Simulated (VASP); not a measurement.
**ScNbN: single point with PBE**

Crystal: ScNbN.

```
Nb Sc N
1.0
     3.13158    0.00000    0.00000
    -1.56579    2.71203    0.00000
     0.00000    0.00000   10.42575
Nb Sc N
2 2 2
Direct
  0.33333 0.66667 0.24743
  0.66667 0.33333 0.75257
  0.00000 0.00000 0.00000
  0.00000 0.00000 0.50000
  0.33333 0.66667 0.62781
  0.66667 0.33333 0.37219
```

| Item | Value |
| --- | --- |
| Program | VASP 6.6.1 |
| Task | single point |
| Functional | PBE |
| Potentials or basis | VASP PAW PBE potentials, release 64 (Nb_sv, Sc_sv, N) |
| Cutoff | 520 eV |
| k mesh | 10 × 10 × 3 |
| Occupations | fermi-dirac, width 0.05 eV |
| Spin | no spin polarisation |
| Dipole correction | no |
| Further INCAR settings | ALGO = Normal; EDIFF = 1e-07; NBANDS = 38 |

| Property | Result |
| --- | --- |
| Pressure | -5.4 GPa |
| Largest force | 0.311 eV/Å |
| Band gap on the k mesh | zero (band 29 reaches 8.53 eV, above the bottom of band 30 at 7.92 eV) |

Forces in eV/Å, atoms in the order of the input:
```
Nb   0.000  0.000  0.311
Nb   0.000  0.000 -0.311
Sc   0.000  0.000  0.000
Sc   0.000  0.000  0.000
N    0.000  0.000  0.310
N    0.000  0.000 -0.310
```

Stress tensor (GPa, compression positive):
```
-5.47  0.00  0.00
 0.00 -5.47  0.00
 0.00  0.00 -5.20
```

Levels at points of the mesh, in eV from the Fermi level:
| k point | band 25 | band 26 | band 27 | band 28 | band 29 | band 30 | band 31 | band 32 | band 33 | band 34 |
| --- | --- | --- | --- | --- | --- | --- | --- | --- | --- | --- |
| (0.00, 0.00, 0.00) | -3.29 | -0.92 | -0.89 | 0.43 | 0.43 | 0.69 | 0.83 | 1.04 | 1.04 | 1.54 |
| (0.50, 0.00, 0.00) | -2.38 | -1.50 | -0.94 | -0.74 | -0.26 | 0.49 | 0.61 | 1.80 | 2.37 | 2.97 |

It took 60 s on 1 thread of Intel(R) Xeon(R) 6975P-C (Granite Rapids), on a shared host, peak memory 0.26 GiB.
